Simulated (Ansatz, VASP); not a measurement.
Os: VASP beside Ansatz

```
CELL_PARAMETERS angstrom
2.75593 0.00000 0.00000
-1.37796 2.38670 0.00000
0.00000 0.00000 4.34265
ATOMIC_POSITIONS crystal
Os 0.33333 0.66667 0.25000
Os 0.66667 0.33333 0.75000
```

Alike in both runs: task single point; functional PBE; k mesh 13 × 13 × 7; occupations methfessel-paxton of order 1, width 0.6 eV; no spin polarisation.

|  | VASP | Ansatz |
| --- | --- | --- |
| version | VASP 6.6.1 | Ansatz 0.2.0 |
| potentials or method | VASP PAW PBE potentials, release 64 (Os), cutoff 520 eV | plane waves (420 eV) with PAW, scalar-relativistic |
| valence electrons in the cell | 16 | 32 |

VASP gave:

* pressure (GPa): -0.4
* traceless stress, the component that is largest in VASP (GPa): 0.01

Which values does Ansatz return?

Pressure (GPa): -0.2; traceless stress, the component that is largest in VASP (GPa): 0.09.

With one functional, cell and mesh, what is left measures potentials, basis and numerics. VASP's potentials hold 16 valence electrons a cell and Ansatz's 32, so a difference there can come from the potentials and not from the codes.

Spin-orbit coupling is off throughout.
